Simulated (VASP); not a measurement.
Write the native input for VASP 6.6.1 that does the following.

* Task: single point
* Functional: PBE
* Potentials or basis: VASP PAW PBE potentials, release 64 (Li_sv, Cl)
* Cutoff: 520 eV
* k mesh: 8 × 8 × 8
* Occupations: fermi-dirac, width 0.02 eV
* Spin: no spin polarisation
* Dipole correction: no
* Further INCAR settings: ALGO = Normal; EDIFF = 1e-06; NBANDS = 12

The structure of LiCl lies in POSCAR:

```
LiCl
1.0
   -0.0651830647      2.7330425439      2.7330425439
    2.7330425439     -0.0651830647      2.7330425439
    2.6678594792      2.6678594792      0.0000000000
Li Cl
1 1
Direct
   -0.0045220514     -0.0045220514      0.0045220514
    0.2545220514      0.2545220514      0.2454779486
```

This cell differs from its parent crystal: shear xy strain -4.8%.

These files were run (other wordings do the same):

INCAR

```
ALGO     = Normal         # electronic algorithm
EDIFF    = 1E-6           # SCF threshold, eV
ENCUT    = 520            # plane-wave cutoff, eV
GGA      = PE             # functional
ISIF     = 2              # what is computed and relaxed
ISMEAR   = -1             # smearing method
LASPH    = T              # aspherical terms in the spheres
LCHARG   = F              # write CHGCAR
LREAL    = F              # projectors in reciprocal space
LWAVE    = F              # write WAVECAR
NBANDS   = 12             # bands
NELM     = 80             # most SCF steps
PREC     = Accurate       # precision mode
SIGMA    = 0.02           # smearing width, eV
```

KPOINTS

```
k-points
0
Gamma
  8 8 8
```

Potentials or basis: VASP PAW PBE potentials, release 64 (Li_sv, Cl).

Run with:

```bash
$ cat potpaw_PBE.64/Li_sv/POTCAR potpaw_PBE.64/Cl/POTCAR > POTCAR
$ mpirun -np 1 vasp_std > vasp.out
```

It gave:

```json
{"Band gap on the k mesh": "5.94 eV"}
```

Caveat: the cell differs from its parent crystal (shear xy strain -4.8%); the structure was generated, so it needn't be the stable form of LiCl.

Wall time 61 s on 1 thread of Oxide Virtual Turin-like Processor (shared host), peak memory 0.14 GiB.
